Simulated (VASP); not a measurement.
# Mg2Sn (Fm-3m) in VASP: a series of runs

Runs on Mg2Sn. Level: LDA. Tasks: single point.

All numbers are computed with VASP 6.6.1; they aren't measurements. Logs are shortened: lines on timing, memory, paths and dates and some standing lists are left out, and cuts for length are marked.

### Step 1. The cell of the first run

It takes space group Fm-3m (No. 225, cubic). The conventional cell has a = 6.714 Å, b = 6.714 Å, c = 6.714 Å, α = 90.00°, β = 90.00°, γ = 90.00°. Within 3.8 Å of Mg (site symmetry -43m) lie 4 Sn at 2.91 Å and 6 Mg at 3.36 Å. Sn (site symmetry m-3m) has 8 Mg at 2.91 Å within 3.8 Å.

### Step 2. Single point, LDA (25.22 Å³/atom)

INCAR

```
PREC = Accurate
ENCUT = 600
EDIFF = 1E-6
ISMEAR = -1
SIGMA = 0.08
LREAL = F
LASPH = T
NELM = 120
ALGO = Normal
ISIF = 2
LWAVE = F
LCHARG = F
GGA = CA
NBANDS = 16
GGA_COMPAT = F
```

KPOINTS

```
Automatic mesh
0
Gamma
  11 11 11
```

POSCAR

```
Mg2Sn
1.0
    0.0000000000      3.3568181085      3.3568181085
    3.3568181085      0.0000000000      3.3568181085
    3.3568181085      3.3568181085      0.0000000000
Mg Sn
2 1
Direct
    0.2500000000      0.2500000000      0.2500000000
    0.7500000000      0.7500000000      0.7500000000
    0.0000000000      0.0000000000      0.0000000000
```

Potentials or basis: VASP PAW LDA potentials, release 64 (Mg, Sn_d).

Launch:

```bash
$ cat potpaw_LDA.64/Mg/POTCAR potpaw_LDA.64/Sn_d/POTCAR > POTCAR
$ mpirun -np 1 vasp_std > vasp.out
```

OUTCAR:

```text
PREC = Accurate
   ENCUT = 600
   EDIFF = 1E-6
   ISMEAR = -1
   LREAL = F
   LASPH = T
   NELM = 120
   ISIF = 2
   GGA = CA

 ion  position               nearest neighbor table
   1  0.250  0.250  0.250-   3 2.91   3 2.91   3 2.91   3 2.91   2 3.36   2 3.36   2 3.36   2 3.36
                             2 3.36   2 3.36
   2  0.750  0.750  0.750-   3 2.91   3 2.91   3 2.91   3 2.91   1 3.36   1 3.36   1 3.36   1 3.36
                             1 3.36   1 3.36
   3  0.000  0.000  0.000-   2 2.91   2 2.91   2 2.91   1 2.91   2 2.91   1 2.91   1 2.91   1 2.91

  LATTYP: Found a face centered cubic cell.
 ALAT       =     6.7136362170

  Lattice vectors:

 A1 = (   0.0000000000,   3.3568181085,   3.3568181085)
 A2 = (   3.3568181085,   0.0000000000,   3.3568181085)
 A3 = (   3.3568181085,   3.3568181085,   0.0000000000)

Analysis of symmetry for initial positions (statically):
=====================================================================
 Subroutine PRICEL returns:
 Original cell was already a primitive cell.

 Routine SETGRP: Setting up the symmetry group for a
 face centered cubic supercell.

 Subroutine GETGRP returns: Found 48 space group operations
 (whereof 48 operations were pure point group operations)
 out of a pool of 48 trial point group operations.

The static configuration has the point symmetry O_h .

Analysis of symmetry for dynamics (positions and initial velocities):
=====================================================================
 Subroutine PRICEL returns:
 Original cell was already a primitive cell.

 Routine SETGRP: Setting up the symmetry group for a
 face centered cubic supercell.

 Subroutine GETGRP returns: Found 48 space group operations
 (whereof 48 operations were pure point group operations)
 out of a pool of 48 trial point group operations.

The dynamic configuration has the point symmetry O_h .

 Subroutine INISYM returns: Found 48 space group operations
 (whereof 48 operations are pure point group operations),
 and found     1 'primitive' translations

----------------------------------------------------------------------------------------

                                     Primitive cell

  volume of cell :      75.6508

  direct lattice vectors                    reciprocal lattice vectors
     0.000000000  3.356818109  3.356818109    -0.148950579  0.148950579  0.148950579
     3.356818109  0.000000000  3.356818109     0.148950579 -0.148950579  0.148950579
     3.356818109  3.356818109  0.000000000     0.148950579  0.148950579 -0.148950579

  length of vectors
     4.747257695  4.747257695  4.747257695     0.257989970  0.257989970  0.257989970

  position of ions in fractional coordinates (direct lattice)
     0.250000000  0.250000000  0.250000000
     0.750000000  0.750000000  0.750000000
     0.000000000  0.000000000  0.000000000

  ion indices of the primitive-cell ions
   primitive index   ion index
                 1           1
                 2           2
                 3           3

----------------------------------------------------------------------------------------

 KPOINTS: Automatic mesh

Automatic generation of k-mesh.
 Grid dimensions read from file:
 generate k-points for:   11   11   11

 Generating k-lattice:

  Cartesian coordinates                     Fractional coordinates (reciprocal lattice)
    -0.013540962  0.013540962  0.013540962     0.090909091  0.000000000  0.000000000
     0.013540962 -0.013540962  0.013540962     0.000000000  0.090909091  0.000000000
     0.013540962  0.013540962 -0.013540962     0.000000000  0.000000000  0.090909091

  Length of vectors
     0.023453634  0.023453634  0.023453634

  Shift w.r.t. Gamma in fractional coordinates (k-lattice)
     0.000000000  0.000000000  0.000000000

 Subroutine IBZKPT returns following result:
 ===========================================

 Found     56 irreducible k-points:

 Following reciprocal coordinates:
            Coordinates               Weight
  0.000000  0.000000  0.000000      1.000000
  0.090909  0.000000  0.000000      8.000000
  0.181818  0.000000  0.000000      8.000000
  0.272727  0.000000  0.000000      8.000000
  0.363636  0.000000  0.000000      8.000000
  0.454545  0.000000  0.000000      8.000000
[... 16 lines left out ...]
 -0.272727  0.181818  0.000000     24.000000
 -0.181818  0.181818  0.000000     12.000000
 [... further k-points ...]
   k-points           NKPTS =     56   k-points in BZ     NKDIM =     56   number of bands    NBANDS=     16
   number of dos      NEDOS =    301   number of ions     NIONS =      3
   total plane-waves  NPLWV =  64000
   dimension x,y,z NGX =    40 NGY =   40 NGZ =   40
   dimension x,y,z NGXF=    80 NGYF=   80 NGZF=   80
   ions per type =               2   1
   NGX,Y,Z   is equivalent  to a cutoff of  14.01, 14.01, 14.01 a.u.
   NGXF,Y,Z  is equivalent  to a cutoff of  28.02, 28.02, 28.02 a.u.
 SYSTEM =  unknown system
   PREC   = accura    normal or accurate (medium, high low for compatibility)
   ISTART =      0    job   : 0-new  1-cont  2-samecut
   ICHARG =      2    charge: 1-file 2-atom 10-const
   ISPIN  =      1    spin polarized calculation?
   LNONCOLLINEAR =      F non collinear calculations
   LSORBIT =      F    spin-orbit coupling
   LASPH  =      T    aspherical Exc in radial PAW
   ENCUT  =  600.0 eV  44.10 Ry    6.64 a.u.   9.48  9.48  9.48*2*pi/ulx,y,z
   NELM   =    120;   NELMIN=  2; NELMDL= -5     # of ELM steps
   EDIFF  = 0.1E-05   stopping-criterion for ELM
   LREAL  =      F    real-space projection
   EDIFFG = 0.1E-04   stopping-criterion for IOM
   NSW    =      0    number of steps for IOM
   IBRION =     -1    ionic relax: 0-MD 1-quasi-New 2-CG
   NFREE  =      0    steps in history (QN), initial steepest desc. (CG)
   ISIF   =      2    stress and relaxation
   ISYM   =      2    0-nonsym 1-usesym 2-fastsym
   POTIM  = 0.5000    time-step for ionic-motion
   TEBEG  =    0.0;   TEEND  =   0.0 temperature during run
   PSTRESS=    0.0 pullay stress
   NELECT =      18.0000    total number of electrons
   NUPDOWN=      -1.0000    fix difference up-down
   EMIN   =  10.00;   EMAX   =-10.00  energy-range for DOS
   EFERMI =   0.00;   METHOD = LEGACY
   ISMEAR =    -1;   SIGMA  =   0.08  broadening in eV -4-tet -1-fermi 0-gaus
[... 46 lines left out ...]
      6      -5.0070      2.00000
[... 8 lines left out ...]
     15       9.7848      0.00000
     16       9.7848      0.00000

 k-point     2 :       0.0909    0.0000    0.0000
  band No.  band energies     occupation
      1     -16.6897      2.00000
      2     -16.6895      2.00000
      3     -16.6895      2.00000
      4     -16.6478      2.00000
      5     -16.6478      2.00000
      6      -4.9389      2.00000
[... 8 lines left out ...]
     15       9.0908      0.00000
     16       9.0908      0.00000

 k-point     3 :       0.1818    0.0000    0.0000
  band No.  band energies     occupation
      1     -16.6896      2.00000
      2     -16.6887      2.00000
      3     -16.6887      2.00000
      4     -16.6477      2.00000
      5     -16.6477      2.00000
      6      -4.7396      2.00000
[... 8 lines left out ...]
     15       8.6641      0.00000
     16       9.1314      0.00000

 k-point     4 :       0.2727    0.0000    0.0000
  band No.  band energies     occupation
      1     -16.6894      2.00000
      2     -16.6877      2.00000
      3     -16.6877      2.00000
      4     -16.6475      2.00000
      5     -16.6475      2.00000
      6      -4.4293      2.00000
[... 8 lines left out ...]
     15       8.9678      0.00000
     16       9.0439      0.00000

 k-point     5 :       0.3636    0.0000    0.0000
  band No.  band energies     occupation
      1     -16.6892      2.00000
      2     -16.6868      2.00000
      3     -16.6868      2.00000
      4     -16.6473      2.00000
      5     -16.6473      2.00000
      6      -4.0619      2.00000
[... 8 lines left out ...]
     15       9.8327      0.00000
     16      10.2647      0.00000

 k-point     6 :       0.4545    0.0000    0.0000
  band No.  band energies     occupation
      1     -16.6891      2.00000
      2     -16.6863      2.00000
      3     -16.6863      2.00000
      4     -16.6471      2.00000
      5     -16.6471      2.00000
      6      -3.7728      2.00000
[... 8 lines left out ...]
     15      10.8846      0.00000
     16      11.4585      0.00000

 k-point     7 :       0.0909    0.0909    0.0000
  band No.  band energies     occupation
      1     -16.6901      2.00000
      2     -16.6892      2.00000
      3     -16.6892      2.00000
      4     -16.6480      2.00000
      5     -16.6475      2.00000
      6      -4.9161      2.00000
[... 8 lines left out ...]
     15       8.8545      0.00000
     16       9.8759      0.00000

 k-point     8 :       0.1818    0.0909    0.0000
  band No.  band energies     occupation
      1     -16.6902      2.00000
      2     -16.6885      2.00000
      3     -16.6884      2.00000
      4     -16.6481      2.00000
      5     -16.6473      2.00000
      6      -4.7601      2.00000
[... 8 lines left out ...]
     15       9.4366      0.00000
     16       9.5323      0.00000

 k-point     9 :       0.2727    0.0909    0.0000
  band No.  band energies     occupation
      1     -16.6899      2.00000
      2     -16.6877      2.00000
      3     -16.6874      2.00000
      4     -16.6481      2.00000
      5     -16.6470      2.00000
      6      -4.4853      2.00000
[... 8 lines left out ...]
     15       9.4546      0.00000
     16       9.5072      0.00000
[... 172 lines left out ...]
 k-point    19 :       0.3636    0.1818    0.0000
  band No.  band energies     occupation
      1     -16.6907      2.00000
      2     -16.6861      2.00000
      3     -16.6857      2.00000
      4     -16.6486      2.00000
      5     -16.6462      2.00000
      6      -4.0915      2.00000
[... 8 lines left out ...]
     15      10.7310      0.00000
     16      10.8504      0.00000

 k-point    20 :       0.4545    0.1818    0.0000
  band No.  band energies     occupation
      1     -16.6898      2.00000
      2     -16.6860      2.00000
      3     -16.6851      2.00000
      4     -16.6483      2.00000
      5     -16.6462      2.00000
      6      -3.7511      2.00000
[... 8 lines left out ...]
     15      11.4412      0.00000
     16      11.8410      0.00000

 k-point    21 :      -0.4545    0.1818    0.0000
  band No.  band energies     occupation
      1     -16.6889      2.00000
      2     -16.6863      2.00000
      3     -16.6851      2.00000
      4     -16.6479      2.00000
      5     -16.6466      2.00000
      6      -3.5580      2.00000
[... 8 lines left out ...]
     15      10.6316      0.00000
     16      11.0456      0.00000

 k-point    22 :      -0.3636    0.1818    0.0000
  band No.  band energies     occupation
      1     -16.6883      2.00000
      2     -16.6868      2.00000
      3     -16.6856      2.00000
      4     -16.6474      2.00000
      5     -16.6471      2.00000
      6      -3.6677      2.00000
[... 8 lines left out ...]
     15      10.1452      0.00000
     16      10.5209      0.00000

 k-point    23 :      -0.2727    0.1818    0.0000
  band No.  band energies     occupation
      1     -16.6886      2.00000
      2     -16.6869      2.00000
      3     -16.6865      2.00000
      4     -16.6476      2.00000
      5     -16.6471      2.00000
      6      -3.9842      2.00000
[... 8 lines left out ...]
     15      10.4463      0.00000
     16      11.6558      0.00000

 k-point    24 :      -0.1818    0.1818    0.0000
  band No.  band energies     occupation
      1     -16.6892      2.00000
      2     -16.6875      2.00000
      3     -16.6871      2.00000
      4     -16.6479      2.00000
      5     -16.6471      2.00000
      6      -4.3241      2.00000
[... 8 lines left out ...]
     15      10.5064      0.00000
     16      10.9539      0.00000

 [... further k-points ...]

------------------------ aborting loop because EDIFF is reached ----------------------------------------

  FORCE on cell =-STRESS in cart. coord.  units (eV):
  Direction    XX          YY          ZZ          XY          YZ          ZX
  --------------------------------------------------------------------------------------
  -------------------------------------------------------------------------------------
  Total       -0.5938678     -0.5938678     -0.5938678     -0.0000000      0.0000000     -0.0000000
  in kB      -12.5772859    -12.5772859    -12.5772859     -0.0000000      0.0000000     -0.0000000
  external PRESSURE =     -12.5772859 kB  Pullay stress =       0.0000000 kB

 VOLUME and BASIS-vectors are now :
 -----------------------------------------------------------------------------
  energy-cutoff  :      600.00
  volume of cell :       75.65
      direct lattice vectors                 reciprocal lattice vectors
     0.000000000  3.356818109  3.356818109    -0.148950579  0.148950579  0.148950579
     3.356818109  0.000000000  3.356818109     0.148950579 -0.148950579  0.148950579
     3.356818109  3.356818109  0.000000000     0.148950579  0.148950579 -0.148950579

 POSITION                                       TOTAL-FORCE (eV/Angst)
 -----------------------------------------------------------------------------------
      1.67841      1.67841      1.67841         0.000000      0.000000      0.000000
      5.03523      5.03523      5.03523        -0.000000     -0.000000     -0.000000
      0.00000      0.00000      0.00000        -0.000000     -0.000000     -0.000000
 -----------------------------------------------------------------------------------
    total drift:                               -0.000000      0.000000     -0.000000

  FREE ENERGIE OF THE ION-ELECTRON SYSTEM (eV)
  ---------------------------------------------------
  free  energy   TOTEN  =        -8.9329279508 eV

  energy  without entropy=       -8.9262376527  energy(sigma->0) =       -8.92958280
```

Run time: 70 s. Hardware: 1 thread of Intel Xeon Platinum 8259CL at 2.50GHz (Skylake/Cascade Lake), shared host; peak memory 0.25 GiB.

Results:

```yaml
Free_energy: -8.9329 eV
Pressure: -1.3 GPa
Band_gap_on_the_k_mesh: zero (bands 9 and 10 overlap by 0.13 eV)
```

Caveat: spin-orbit coupling is left out, which moves the levels of the heavy elements.

### Step 3. Single point, LDA

This run uses another cell than the first one, of 25.73 Å³/atom.

INCAR

```
ALGO = Normal
EDIFF = 1E-6
ENCUT = 600
GGA = CA
GGA_COMPAT = False
ISIF = 2
ISMEAR = -1
LASPH = True
LCHARG = False
LREAL = False
LWAVE = False
NBANDS = 16
NELM = 120
PREC = Accurate
SIGMA = 0.08
```

KPOINTS

```
k-points
0
Gamma
  11 11 11
```

POSCAR

```
Mg2Sn
1.0
    0.0000000000      3.3795000000      3.3795000000
    3.3795000000      0.0000000000      3.3795000000
    3.3795000000      3.3795000000      0.0000000000
Mg Sn
2 1
Direct
    0.2500000000      0.2500000000      0.2500000000
    0.7500000000      0.7500000000      0.7500000000
    0.0000000000      0.0000000000      0.0000000000
```

Potentials or basis: VASP PAW LDA potentials, release 64 (Mg, Sn_d).

Launch:

```bash
$ cat potpaw_LDA.64/Mg/POTCAR potpaw_LDA.64/Sn_d/POTCAR > POTCAR
$ mpirun -np 1 vasp_std > vasp.out
```

It took 66 s on 1 thread of Intel Xeon Platinum 8259CL at 2.50GHz (Skylake/Cascade Lake), shared host; peak memory 0.25 GiB.

Results (log left out):

| Property | Result |
| --- | --- |
| Free energy | -8.9169 eV |
| Pressure | -2.1 GPa |
| Band gap on the k mesh | zero (bands 9 and 10 overlap by 0.16 eV) |

Levels at points of the mesh, in eV from the Fermi level:
```tsv
k point	band 7	band 8	band 9	band 10	band 11	band 12
(0.00, 0.00, 0.00)	0.04	0.04	0.04	1.35	2.21	2.21
```

Caveat: spin-orbit coupling is left out, which moves the levels of the heavy elements.

### Step 4. Single point, LDA (25.99 Å³/atom)

This run uses another cell than the first one, of 25.99 Å³/atom.

INCAR

```
SYSTEM = Mg2Sn
PREC     = Accurate       ! precision mode
ENCUT    = 600            ! plane-wave cutoff, eV
EDIFF    = 1E-6           ! SCF threshold, eV
ISMEAR   = -1             ! smearing method
SIGMA    = 0.08           ! smearing width, eV
LREAL    = .FALSE.        ! projectors in reciprocal space
LASPH    = .TRUE.         ! aspherical terms in the spheres
NELM     = 120            ! most SCF steps
ALGO     = Normal         ! electronic algorithm
ISIF     = 2              ! what is computed and relaxed
LWAVE    = .FALSE.        ! write WAVECAR
LCHARG   = .FALSE.        ! write CHGCAR
NBANDS   = 16             ! bands
GGA_COMPAT= .FALSE.
```

KPOINTS

```
regular mesh
0
G
  11 11 11
  0 0 0
```

POSCAR

```
Mg2Sn
1.0
    0.0000000000      3.3907276572      3.3907276572
    3.3907276572      0.0000000000      3.3907276572
    3.3907276572      3.3907276572      0.0000000000
Mg Sn
2 1
Direct
    0.2500000000      0.2500000000      0.2500000000
    0.7500000000      0.7500000000      0.7500000000
    0.0000000000      0.0000000000      0.0000000000
```

Launch:

```bash
$ cat potpaw_LDA.64/Mg/POTCAR potpaw_LDA.64/Sn_d/POTCAR > POTCAR
$ mpirun -np 1 vasp_std > vasp.out
```

Run time: 68 s. Hardware: 1 thread of Intel Xeon Platinum 8259CL at 2.50GHz (Skylake/Cascade Lake), shared host; peak memory 0.25 GiB.

It converged, with:

- Free energy: -8.9061 eV
- Pressure: -2.4 GPa
- Band gap on the k mesh: zero (bands 9 and 10 overlap by 0.17 eV)

Levels at points of the mesh, in eV from the Fermi level:
| k point | band 7 | band 8 | band 9 | band 10 | band 11 | band 12 |
| --- | --- | --- | --- | --- | --- | --- |
| (0.00, 0.00, 0.00) | 0.04 | 0.04 | 0.04 | 1.29 | 2.20 | 2.20 |

Caveat: spin-orbit coupling is left out, which moves the levels of the heavy elements.

### Step 5. Single point, LDA (26.76 Å³/atom)

This run uses another cell than the first one, of 26.76 Å³/atom.

INCAR

```
PREC = Accurate ; ENCUT = 600
EDIFF = 1E-6 ; ISMEAR = -1
SIGMA = 0.08 ; LREAL = F
LASPH = T ; NELM = 120
ALGO = Normal ; ISIF = 2
LWAVE = F ; LCHARG = F
NBANDS = 16 ; GGA_COMPAT = F
```

KPOINTS

```
regular mesh
0
Gamma
  11 11 11
```

POSCAR

```
Mg2Sn
1.0
    0.0000000000      3.4239722052      3.4239722052
    3.4239722052      0.0000000000      3.4239722052
    3.4239722052      3.4239722052      0.0000000000
Mg Sn
2 1
Direct
    0.2500000000      0.2500000000      0.2500000000
    0.7500000000      0.7500000000      0.7500000000
    0.0000000000      0.0000000000      0.0000000000
```

Launch:

```bash
$ cat potpaw_LDA.64/Mg/POTCAR potpaw_LDA.64/Sn_d/POTCAR > POTCAR
$ mpirun -np 1 vasp_std > vasp.out
```

Wall time 70 s (1 thread of Intel Xeon Platinum 8259CL at 2.50GHz (Skylake/Cascade Lake), shared host); peak memory 0.25 GiB.

Results (log left out):

```
Free energy            : -8.8635 eV
Pressure               : -3.4 GPa
Band gap on the k mesh : zero (bands 9 and 10 overlap by 0.22 eV)
```

Levels at points of the mesh, in eV from the Fermi level:
```
           k point  band 6  band 7  band 8  band 9  band 10  band 11  band 12  band 13
(0.00, 0.00, 0.00)   -8.90    0.06    0.06    0.06     1.14     2.17     2.17     2.17
```

Caveat: the cell stands under tension; spin-orbit coupling is left out, which moves the levels of the heavy elements.

### Step 6. The runs side by side

```csv
cell,gap on the mesh (eV),pressure (GPa)
"a = 4.747 Å, angles 60.0°, 3 atoms",none,-1.3
"a = 4.779 Å, angles 60.0°, 3 atoms",none,-2.1
"a = 4.795 Å, angles 60.0°, 3 atoms",none,-2.4
"a = 4.842 Å, angles 60.0°, 3 atoms",none,-3.4
```

Alike in all rows: task single point; level LDA; potentials or basis VASP PAW LDA potentials, release 64 (Mg, Sn_d); no spin polarisation; k mesh 11 × 11 × 11; cutoff (eV) 600; smearing fermi-dirac 0.08 eV.

Caveats: spin-orbit coupling is left out, which moves the levels of the heavy elements; the cell stands under tension (at least some runs).

Total energies depend on the potentials used, so only differences within one code and one set of settings carry meaning.
